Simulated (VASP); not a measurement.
A run of VASP 6.6.1 is set up as follows.

The input INCAR:

```
SYSTEM = PbS
  PREC = Accurate
  ENCUT = 600
  EDIFF = 1E-6
  ISMEAR = -1
  SIGMA = 0.02
  LREAL = .False.
  LASPH = .True.
  NELM = 100
  ALGO = Normal
  ISIF = 3
  LWAVE = .False.
  LCHARG = .False.
  GGA = PE
  IBRION = 2
  NSW = 80
  EDIFFG = -0.005
```

The input KPOINTS:

```
Automatic mesh
0
Gamma
  8 8 8
  0 0 0
```

Contents of POSCAR:

```
PbS
1.0
    3.2457188758      0.0000000000      0.0000000000
    0.0000000000      3.2457188758      0.0000000000
    0.0000000000      0.0000000000      3.2457188758
Pb S
1 1
Direct
    0.0000000000      0.0000000000      0.0000000000
    0.5000000000      0.5000000000      0.5000000000
```

Potentials or basis: VASP PAW PBE potentials, release 64 (Pb_d, S).

Run with:

```bash
$ cat potpaw_PBE.64/Pb_d/POTCAR potpaw_PBE.64/S/POTCAR > POTCAR
$ mpirun -np 1 vasp_std > vasp.out
```

Estimate the band gap on the k mesh.

zero (band 10 reaches 6.08 eV, above the bottom of band 11 at 5.67 eV).

Estimate the space group after relaxing (to 0.05 Å).

Pm-3m (No. 221).

Final structure:
```cif
data_structure
_symmetry_space_group_name_H-M 'P 1'
_symmetry_Int_Tables_number 1
_cell_length_a 3.6514
_cell_length_b 3.6514
_cell_length_c 3.6514
_cell_angle_alpha 90.000
_cell_angle_beta 90.000
_cell_angle_gamma 90.000
_cell_volume 48.68
loop_
_atom_site_label
_atom_site_type_symbol
_atom_site_fract_x
_atom_site_fract_y
_atom_site_fract_z
_atom_site_occupancy
Pb1 Pb 0.00000 0.00000 0.00000 1
S1 S 0.50000 0.50000 0.50000 1
```

Caveat: spin-orbit coupling is left out, which moves the levels of the heavy elements.
